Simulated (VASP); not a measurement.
# Sr (P-1) in VASP: single point with PBE

Aim: the single point of Sr with PBE.

Everything below comes from runs of VASP 6.6.1. Logs are shortened: lines on timing, memory, paths and dates and some standing lists are left out, and cuts for length are marked.

## 1. The cell of the first run

The typed cell holds 1 atom: a = 4.205 Å, b = 4.250 Å, c = 4.236 Å, α = 112.04°, β = 107.66°, γ = 109.37°.

## 2. Single point, PBE

Input file INCAR:

```
SYSTEM = Sr
PREC = Accurate ; ENCUT = 520
EDIFF = 1E-7 ; ISMEAR = 0
SIGMA = 0.1 ; LREAL = .False.
LASPH = .True. ; NELM = 100
ALGO = Normal ; ISIF = 2
LWAVE = .False. ; LCHARG = .True.
GGA = PE ; LELF = .True.
LVHAR = .True. ; NBANDS = 11
```

Input file KPOINTS:

```
regular mesh
0
Gamma
  13 13 13
  0 0 0
```

Input file POSCAR:

```
Sr
1.0
   -2.3801670000      2.4775910000      2.4246930000
    2.3779460000     -2.5185890000      2.4634700000
    2.3656120000      2.5040340000     -2.4656910000
Sr
1
Direct
    0.0136030000      0.0059810000     -0.0139020000
```

Potentials or basis: VASP PAW PBE potentials, release 64 (Sr_sv).

Started as:

```
cat potpaw_PBE.64/Sr_sv/POTCAR > POTCAR
mpirun -np 1 vasp_std > vasp.out
```

OUTCAR:

```text
SYSTEM = Sr
   PREC = Accurate
   ENCUT = 520
   EDIFF = 1E-7
   ISMEAR = 0
   LREAL = .False.
   LASPH = .True.
   NELM = 100
   ISIF = 2
   GGA = PE

 ion  position               nearest neighbor table
   1  0.014  0.006  0.986-

  LATTYP: Found a triclinic cell.
 ALAT       =     4.2362646890
 B/A-ratio  =     1.1539258733
 C/A-ratio  =     1.1197555390
 COS(alpha) =     0.0008968059
 COS(beta)  =     0.5568754487
 COS(gamma) =     0.5872342994

  Lattice vectors:

 A1 = (  -2.3656120000,  -2.5040340000,   2.4656910000)
 A2 = (  -0.0022210000,  -0.0409980000,   4.8881630000)
 A3 = (  -4.7435580000,   0.0145550000,   0.0022210000)

Analysis of symmetry for initial positions (statically):
=====================================================================
 Subroutine PRICEL returns:
 Original cell was already a primitive cell.

 Routine SETGRP: Setting up the symmetry group for a
 triclinic supercell.

 Subroutine GETGRP returns: Found  2 space group operations
 (whereof  1 operations were pure point group operations)
 out of a pool of  2 trial point group operations.

The static configuration has the point symmetry C_1 .
 The point group associated with its full space group is S_2 .

Analysis of symmetry for dynamics (positions and initial velocities):
=====================================================================
 Subroutine PRICEL returns:
 Original cell was already a primitive cell.

 Routine SETGRP: Setting up the symmetry group for a
 triclinic supercell.

 Subroutine GETGRP returns: Found  2 space group operations
 (whereof  1 operations were pure point group operations)
 out of a pool of  2 trial point group operations.

The dynamic configuration has the point symmetry C_1 .
 The point group associated with its full space group is S_2 .

 Subroutine INISYM returns: Found  2 space group operations
 (whereof  1 operations are pure point group operations),
 and found     1 'primitive' translations

----------------------------------------------------------------------------------------

                                     Primitive cell

  volume of cell :      57.7507

  direct lattice vectors                    reciprocal lattice vectors
    -2.380167000  2.477591000  2.424693000     0.000717734  0.202437411  0.206274039
     2.377946000 -2.518589000  2.463470000     0.210915120  0.002300813  0.204690959
     2.365612000  2.504034000 -2.465691000     0.211430936  0.201370147  0.001784998

  length of vectors
     4.205090755  4.250482581  4.236264689     0.289016262  0.293919837  0.291986580

  position of ions in fractional coordinates (direct lattice)
     0.013603000  0.005981000  0.986098000

  ion indices of the primitive-cell ions
   primitive index   ion index
                 1           1

----------------------------------------------------------------------------------------

 KPOINTS: regular mesh

Automatic generation of k-mesh.
 Grid dimensions read from file:
 generate k-points for:   13   13   13

 Generating k-lattice:

  Cartesian coordinates                     Fractional coordinates (reciprocal lattice)
     0.000055210  0.015572109  0.015867234     0.076923077  0.000000000  0.000000000
     0.016224240  0.000176986  0.015745458     0.000000000  0.076923077  0.000000000
     0.016263918  0.015490011  0.000137308    -0.000000000  0.000000000  0.076923077

  Length of vectors
     0.022232020  0.022609218  0.022460506

  Shift w.r.t. Gamma in fractional coordinates (k-lattice)
     0.000000000  0.000000000  0.000000000

 Subroutine IBZKPT returns following result:
 ===========================================

 Found   1099 irreducible k-points:

 Following reciprocal coordinates:
            Coordinates               Weight
  0.000000  0.000000  0.000000      1.000000
  0.076923 -0.000000  0.000000      2.000000
  0.153846  0.000000  0.000000      2.000000
  0.230769  0.000000  0.000000      2.000000
  0.307692  0.000000  0.000000      2.000000
  0.384615  0.000000 -0.000000      2.000000
[... 16 lines left out ...]
  0.153846  0.153846  0.000000      2.000000
  0.230769  0.153846  0.000000      2.000000
 [... further k-points ...]
   k-points           NKPTS =   1099   k-points in BZ     NKDIM =   1099   number of bands    NBANDS=     11
   number of dos      NEDOS =    301   number of ions     NIONS =      1
   total plane-waves  NPLWV =  32768
   dimension x,y,z NGX =    32 NGY =   32 NGZ =   32
   dimension x,y,z NGXF=    64 NGYF=   64 NGZF=   64
   ions per type =               1
   NGX,Y,Z   is equivalent  to a cutoff of  12.65, 12.52, 12.56 a.u.
   NGXF,Y,Z  is equivalent  to a cutoff of  25.30, 25.03, 25.12 a.u.
 SYSTEM =  Sr
   PREC   = accura    normal or accurate (medium, high low for compatibility)
   ISTART =      0    job   : 0-new  1-cont  2-samecut
   ICHARG =      2    charge: 1-file 2-atom 10-const
   ISPIN  =      1    spin polarized calculation?
   LNONCOLLINEAR =      F non collinear calculations
   LSORBIT =      F    spin-orbit coupling
   LASPH  =      T    aspherical Exc in radial PAW
   ENCUT  =  520.0 eV  38.22 Ry    6.18 a.u.   7.82  7.90  7.88*2*pi/ulx,y,z
   NELM   =    100;   NELMIN=  2; NELMDL= -5     # of ELM steps
   EDIFF  = 0.1E-06   stopping-criterion for ELM
   LREAL  =      F    real-space projection
   EDIFFG = 0.1E-05   stopping-criterion for IOM
   NSW    =      0    number of steps for IOM
   IBRION =     -1    ionic relax: 0-MD 1-quasi-New 2-CG
   NFREE  =      0    steps in history (QN), initial steepest desc. (CG)
   ISIF   =      2    stress and relaxation
   ISYM   =      2    0-nonsym 1-usesym 2-fastsym
   POTIM  = 0.5000    time-step for ionic-motion
   TEBEG  =    0.0;   TEEND  =   0.0 temperature during run
   PSTRESS=    0.0 pullay stress
   NELECT =      10.0000    total number of electrons
   NUPDOWN=      -1.0000    fix difference up-down
   EMIN   =  10.00;   EMAX   =-10.00  energy-range for DOS
   EFERMI =   0.00;   METHOD = LEGACY
   ISMEAR =     0;   SIGMA  =   0.10  broadening in eV -4-tet -1-fermi 0-gaus
   EFERMI_NEDOS =   21; number of points for ismear=-14 and -15
   IALGO  =     38    algorithm
   IMIX   =      4    mixing-type and parameters
     AMIX     =   0.40;   BMIX     =  1.00
     AMIX_MAG =   1.60;   BMIX_MAG =  1.00
  volume/ion in A,a.u.               =      57.75       389.72
  Fermi-wavevector in a.u.,A,eV,Ry     =   0.912478  1.724334 11.328436  0.832617
  Thomas-Fermi vector in A             =   2.036879
   LORBIT       =      0    0 simple, 1 ext, 2 COOP (PROOUT), +10 PAW based schemes
   GGA     = PE    functional components
   LHFCALC =     F    Hartree Fock is set to
   AEXX    =    0.0000 exact exchange contribution
   IVDW    =     0    specifies the selected vdW correction
   LEPSILON=     F    determine dielectric tensor
   LRPA    =     F    only Hartree local field effects (RPA)
 non-spin polarized calculation
 Gauss-broadening in eV      SIGMA  =   0.10
  energy-cutoff  :      520.00
  volume of cell :       57.75
 maximum number of plane-waves:      1570
   NGX = 15   NGY = 15   NGZ = 15

 number of electron      10.0000000 magnetization

 Free energy of the ion-electron system (eV)
  ---------------------------------------------------
  ext. energy  EPLUGINS =         0.00000000
  ---------------------------------------------------
  free energy    TOTEN  =        -1.62506392 eV

  energy without entropy =       -1.61828145  energy(sigma->0) =       -1.62167268

 E-fermi :   1.4482     XC(G=0):  -7.2021

 val. band max:        1.4475598499   @ k =  -0.4615   0.4615   0.3846
 cond. band min:       1.4546409351   @ k =  -0.2308   0.3846   0.3846
 fundamental gap:      0.0070810852
 Fermi energy:         1.4481878483

 k-point     1 :       0.0000    0.0000    0.0000
  band No.  band energies     occupation
      1     -35.2938      2.00000
      2     -17.1899      2.00000
      3     -17.1871      2.00000
      4     -17.1847      2.00000
      5      -2.1435      2.00000
      6       3.5909      0.00000
      7       3.7420      0.00000
      8       3.8926      0.00000
      9       4.8323      0.00000
     10       5.1617      0.00000
     11       9.0993      0.00000

 k-point     2 :       0.0769   -0.0000    0.0000
  band No.  band energies     occupation
      1     -35.2931      2.00000
      2     -17.1955      2.00000
      3     -17.1931      2.00000
      4     -17.1864      2.00000
      5      -2.0479      2.00000
      6       3.5549      0.00000
      7       3.7673      0.00000
      8       3.8784      0.00000
      9       4.6933      0.00000
     10       5.1368      0.00000
     11       9.2383      0.00000

 k-point     3 :       0.1538    0.0000    0.0000
  band No.  band energies     occupation
      1     -35.2911      2.00000
      2     -17.2236      2.00000
      3     -17.2021      2.00000
      4     -17.1858      2.00000
      5      -1.7684      2.00000
      6       3.3555      0.00000
      7       3.5831      0.00000
      8       4.1314      0.00000
      9       4.5051      0.00000
     10       5.0932      0.00000
     11       9.4507      0.00000

 k-point     4 :       0.2308    0.0000    0.0000
  band No.  band energies     occupation
      1     -35.2883      2.00000
      2     -17.2628      2.00000
      3     -17.2147      2.00000
      4     -17.1849      2.00000
      5      -1.3274      2.00000
      6       2.9359      0.00000
      7       3.3309      0.00000
      8       4.5139      0.00000
      9       4.5771      0.00000
     10       5.0776      0.00000
     11       9.0635      0.00000

 k-point     5 :       0.3077    0.0000    0.0000
  band No.  band energies     occupation
      1     -35.2853      2.00000
      2     -17.3039      2.00000
      3     -17.2280      2.00000
      4     -17.1839      2.00000
      5      -0.7658      2.00000
      6       2.4489      0.00000
      7       3.0958      0.00000
      8       4.6129      0.00000
      9       5.1186      0.00000
     10       5.1753      0.00000
     11       8.1233      0.00000
[... 211 lines left out ...]
 k-point    21 :       0.0000    0.1538    0.0000
  band No.  band energies     occupation
      1     -35.2912      2.00000
      2     -17.2250      2.00000
      3     -17.1979      2.00000
      4     -17.1890      2.00000
      5      -1.7558      2.00000
      6       3.3487      0.00000
      7       3.5146      0.00000
      8       4.0539      0.00000
      9       4.7995      0.00000
     10       4.9380      0.00000
     11       9.5566      0.00000

 k-point    22 :       0.0769    0.1538    0.0000
  band No.  band energies     occupation
      1     -35.2894      2.00000
      2     -17.2495      2.00000
      3     -17.2031      2.00000
      4     -17.1921      2.00000
      5      -1.4818      2.00000
      6       3.1584      0.00000
      7       3.2865      0.00000
      8       4.3209      0.00000
      9       4.6062      0.00000
     10       5.1138      0.00000
     11       9.3991      0.00000

 k-point    23 :       0.1538    0.1538    0.0000
  band No.  band energies     occupation
      1     -35.2868      2.00000
      2     -17.2807      2.00000
      3     -17.2141      2.00000
      4     -17.1951      2.00000
      5      -1.0501      2.00000
      6       2.7993      0.00000
      7       3.0598      0.00000
      8       4.4918      0.00000
      9       4.7997      0.00000
     10       5.2503      0.00000
     11       8.6315      0.00000

 k-point    24 :       0.2308    0.1538    0.0000
  band No.  band energies     occupation
      1     -35.2842      2.00000
      2     -17.3107      2.00000
      3     -17.2308      2.00000
      4     -17.1955      2.00000
      5      -0.4965      2.00000
      6       2.3788      0.00000
      7       2.8616      0.00000
      8       4.5466      0.00000
      9       5.2667      0.00000
     10       5.3792      0.00000
     11       7.7710      0.00000

 [... further k-points ...]
[... 5 lines left out ...]
  --------------------------------------------------------------------------------------
  -------------------------------------------------------------------------------------
  Total       -0.2404541     -0.2591321     -0.2604756      0.0270378      0.0673649      0.0057770
  in kB       -6.6709208     -7.1891065     -7.2263789      0.7501110      1.8689046      0.1602709
  external PRESSURE =      -7.0288021 kB  Pullay stress =       0.0000000 kB

 VOLUME and BASIS-vectors are now :
 -----------------------------------------------------------------------------
  energy-cutoff  :      520.00
  volume of cell :       57.75
      direct lattice vectors                 reciprocal lattice vectors
    -2.380167000  2.477591000  2.424693000     0.000717734  0.202437411  0.206274039
     2.377946000 -2.518589000  2.463470000     0.210915120  0.002300813  0.204690959
     2.365612000  2.504034000 -2.465691000     0.211430936  0.201370147  0.001784998

 POSITION                                       TOTAL-FORCE (eV/Angst)
 -----------------------------------------------------------------------------------
      2.31457      2.48786     -2.38370         0.000000      0.000000      0.000000
 -----------------------------------------------------------------------------------
    total drift:                               -0.000001     -0.000000     -0.000000

  FREE ENERGIE OF THE ION-ELECTRON SYSTEM (eV)
  ---------------------------------------------------
  free  energy   TOTEN  =        -1.6250639234 eV

  energy  without entropy=       -1.6182814452  energy(sigma->0) =       -1.62167268
```

Run time: 5.6 min. Hardware: 1 thread of Intel Xeon Platinum 8259CL at 2.50GHz (Skylake/Cascade Lake), shared host; peak memory 0.74 GiB.

Results:

| Quantity | Value |
| --- | --- |
| Free energy | -1.6251 eV |
| Pressure | -0.7 GPa |
| Band gap on the k mesh | zero (band 5 reaches 1.65 eV, above the bottom of band 6 at 1.39 eV) |

Levels at points of the mesh, in eV from the Fermi level:
```
           k point  band 1  band 2  band 3  band 4  band 5  band 6  band 7  band 8  band 9  band 10
(0.00, 0.00, 0.00)  -36.74  -18.64  -18.64  -18.63   -3.59    2.14    2.29    2.44    3.38     3.71
```
